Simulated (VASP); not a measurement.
Here is a VASP 6.6.1 calculation.

File POSCAR:

```
Ti3Se
1.0
    3.1974455988      0.0000000000      0.0000000000
   -1.5987227994      2.7690691158      0.0000000000
    0.0000000000      0.0000000000      7.9427450000
Ti Se
3 1
Direct
    0.3333333300      0.6666666700      0.2270980000
    0.3333333300      0.6666666700      0.7729020000
    0.6666666700      0.3333333300      0.5000000000
    0.0000000000      0.0000000000      0.0000000000
```

File INCAR.step1:

```
SYSTEM = Ti3Se
  PREC = Accurate
  ENCUT = 520
  ISMEAR = 0
  SIGMA = 0.1
  LREAL = .False.
  LASPH = .True.
  NELM = 150
  ISPIN = 2
  MAGMOM = 1 1 1 0
  LMAXMIX = 4
  NBANDS = 33
  GGA = PE
  ALGO = Normal
  EDIFF = 1E-4
  LWAVE = .True.
  LCHARG = .False.
```

File INCAR.step2:

```
SYSTEM = Ti3Se
  PREC = Accurate
  ENCUT = 520
  EDIFF = 1E-6
  ISMEAR = 0
  SIGMA = 0.1
  LREAL = .False.
  LASPH = .True.
  NELM = 150
  ALGO = Normal
  ISIF = 2
  LWAVE = .False.
  LCHARG = .False.
  ISPIN = 2
  MAGMOM = 1 1 1 0
  LORBIT = 11
  LMAXMIX = 4
  METAGGA = R2SCAN
  LMIXTAU = .True.
  NBANDS = 33
  ISTART = 1
```

KPOINTS

```
regular mesh
0
Gamma
  6 6 2
  0 0 0
```

Potentials or basis: VASP PAW PBE potentials, release 64 (Ti_sv, Se).

Run with:

```console
$ cat potpaw_PBE.64/Ti_sv/POTCAR potpaw_PBE.64/Se/POTCAR > POTCAR
$ cp INCAR.step1 INCAR
$ mpirun -np 1 vasp_std > vasp.out
$ cp INCAR.step2 INCAR
$ mpirun -np 1 vasp_std > vasp.out
```

**Question.** Predict the net moment.

**Answer.** 0.02 μB per cell.

**Question.** What does it give for the largest force?

**Answer.** 0.078 eV/Å.

**Question.** What does it give for the pressure?

**Answer.** -0.3 GPa.

Stress tensor (GPa, compression positive):
```
 0.05  0.00  0.00
 0.00  0.05  0.00
 0.00  0.00 -1.07
```

Caveat: the k points lie up to 0.40 Å⁻¹ apart, too coarse for converged energies and pressures of a metal; the PAW data sets were made with another functional, which shifts forces and pressure a little.
